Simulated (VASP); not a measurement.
Wanted: the native input for a VASP 6.6.1 run.

```yaml
Task: relaxation of cell and atoms
Functional: LDA
Potentials_or_basis: VASP PAW LDA potentials, release 64 (Be)
Cutoff: 600 eV
k_mesh: 21 × 21 × 21
Occupations: fermi-dirac, width 0.05 eV
Spin: no spin polarisation
Dipole_correction: no
Further_INCAR_settings: ALGO = Normal; EDIFF = 1e-06; IBRION = 2; EDIFFG = -0.005; NSW = 60; ISIF = 3
```

The structure of Be lies in POSCAR:

```
Be
1.0
    0.0000000000      1.5571298310      1.5571298310
    1.5571298310      0.0000000000      1.5571298310
    1.5571298310      1.5571298310      0.0000000000
Be
1
Direct
    0.0000000000      0.0000000000      0.0000000000
```

These files were run (other wordings do the same):

INCAR

```
SYSTEM = Be
PREC     = Accurate       ! precision mode
ENCUT    = 600            ! plane-wave cutoff, eV
EDIFF    = 1E-6           ! SCF threshold, eV
ISMEAR   = -1             ! smearing method
SIGMA    = 0.05           ! smearing width, eV
LREAL    = .False.        ! projectors in reciprocal space
LASPH    = .True.         ! aspherical terms in the spheres
NELM     = 100            ! most SCF steps
ALGO     = Normal         ! electronic algorithm
ISIF     = 3              ! what is computed and relaxed
LWAVE    = .False.        ! write WAVECAR
LCHARG   = .False.        ! write CHGCAR
GGA      = CA             ! functional
IBRION   = 2              ! ionic algorithm
NSW      = 60             ! ionic steps
EDIFFG   = -0.005         ! ionic threshold
```

KPOINTS

```
Automatic mesh
0
Gamma
  21 21 21
  0 0 0
```

Potentials or basis: VASP PAW LDA potentials, release 64 (Be).

Run with:

```bash
$ cat potpaw_LDA.64/Be/POTCAR > POTCAR
$ mpirun -np 1 vasp_std > vasp.out
```

Results of the run:

```json
{"Relaxed volume": "7.53 Å³/atom", "Relaxed cell": "a = 2.200 Å, b = 2.200 Å, c = 2.200 Å, α = 60.00°, β = 60.00°, γ = 60.00°", "Space group after relaxing (to 0.05 Å)": "Fm-3m (No. 225)", "Energy gained by relaxing": "0.0 meV/atom", "Ionic steps": "2", "Pressure after relaxing": "-0.1 GPa", "Band gap on the k mesh": "zero (band 1 reaches 7.94 eV, above the bottom of band 2 at 7.41 eV)"}
```

Run time: 5.3 s on 1 thread of Intel(R) Xeon(R) 6975P-C (Granite Rapids), on a shared host, peak memory 0.12 GiB.
